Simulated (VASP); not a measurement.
Wanted: the native input for a VASP 6.6.1 run.

```yaml
Task: relaxation of cell and atoms
Functional: PBE
Potentials_or_basis: VASP PAW PBE potentials, release 64 (H, Se)
Cutoff: 600 eV
k_mesh: 18 × 18 × 18
Occupations: gaussian, width 0.1 eV
Spin: no spin polarisation
Dipole_correction: no
Further_INCAR_settings: ALGO = Normal; EDIFF = 1e-07; IBRION = 2; EDIFFG = -0.01; NSW = 100; ISIF = 3
```

The structure of H2Se lies in POSCAR:

```
H2Se
1.0
    3.5535595477      0.0000000000      0.0000000000
   -1.7767797739      3.0774728422      0.0000000000
    0.0000000000      0.0000000000      2.5407981780
H Se
2 1
Direct
    0.3333333333      0.6666666667      0.5000000000
    0.6666666667      0.3333333333      0.5000000000
    0.0000000000      0.0000000000      0.0000000000
```

These files were run (other wordings do the same):

INCAR

```
SYSTEM = H2Se
PREC = Accurate ; ENCUT = 600
EDIFF = 1E-7 ; ISMEAR = 0
SIGMA = 0.1 ; LREAL = .FALSE.
LASPH = .TRUE. ; NELM = 60
ALGO = Normal ; ISIF = 3
LWAVE = .FALSE. ; LCHARG = .FALSE.
GGA = PE ; IBRION = 2
NSW = 100 ; EDIFFG = -0.01
```

KPOINTS

```
regular mesh
0
G
  18 18 18
  0 0 0
```

Potentials or basis: VASP PAW PBE potentials, release 64 (H, Se).

Run with:

```bash
$ cat potpaw_PBE.64/H/POTCAR potpaw_PBE.64/Se/POTCAR > POTCAR
$ mpirun -np 1 vasp_std > vasp.out
```

Results of the run:

The relaxed volume is 8.80 Å³/atom and the relaxed cell is a = 3.274 Å, b = 3.274 Å, c = 2.844 Å, α = 90.00°, β = 90.00°, γ = 120.00°. The space group after relaxing (to 0.1 Å) is P6/mmm (No. 191), the energy gained by relaxing is 50.7 meV/atom and the ionic steps are 9. The pressure after relaxing is 0.0 GPa and the band gap on the k mesh is zero (bands 4 and 5 overlap by 5.86 eV).

Run time: 5.4 min on 1 thread of Intel(R) Xeon(R) Platinum 8259CL CPU @ 2.50GHz (Skylake/Cascade Lake) (shared host), peak memory 0.24 GiB.
